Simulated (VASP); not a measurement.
Write the native input for VASP 6.6.1 that does the following.

* Task: single point
* Functional: PBE
* Potentials or basis: VASP PAW PBE potentials, release 64 (Sn_d, O)
* Cutoff: 520 eV
* k mesh: 6 × 6 × 8
* Occupations: gaussian, width 0.02 eV
* Spin: no spin polarisation
* Dipole correction: no
* Further INCAR settings: ALGO = Normal; EDIFF = 1e-06; NBANDS = 35

The structure of SnO2 lies in POSCAR:

```
SnO2
1.0
    4.8271903401      0.0000000000      0.0000000000
    0.0000000000      4.8271903401      0.0000000000
    0.0000000000      0.0000000000      3.2381522540
Sn O
2 4
Direct
    0.5000000000      0.5000000000      0.5000000000
    0.0000000000      0.0000000000      0.0000000000
    0.1934234765      0.8065765235      0.5000000000
    0.8065765235      0.1934234765      0.5000000000
    0.3065765235      0.3065765235      0.0000000000
    0.6934234765      0.6934234765      0.0000000000
```

These files were run (other wordings do the same):

INCAR

```
PREC = Accurate
ENCUT = 520
EDIFF = 1E-6
ISMEAR = 0
SIGMA = 0.02
LREAL = F
LASPH = T
NELM = 100
ALGO = Normal
ISIF = 2
LWAVE = F
LCHARG = F
GGA = PE
NBANDS = 35
```

KPOINTS

```
Automatic mesh
0
Gamma
  6 6 8
```

Potentials or basis: VASP PAW PBE potentials, release 64 (Sn_d, O).

Launch:

```console
$ cat potpaw_PBE.64/Sn_d/POTCAR potpaw_PBE.64/O/POTCAR > POTCAR
$ mpirun -np 1 vasp_std > vasp.out
```

It gave:

```
Pressure               : 0.6 GPa
Largest force          : 0.017 eV/Å
Band gap on the k mesh : 0.67 eV
```

Caveat: semilocal functionals underestimate gaps, and a narrow one can read as zero; spin-orbit coupling is left out, which moves the levels of the heavy elements.

It took 51 s on 1 thread of Intel(R) Xeon(R) Platinum 8488C (Sapphire Rapids), with other jobs on the host, peak memory 0.24 GiB.
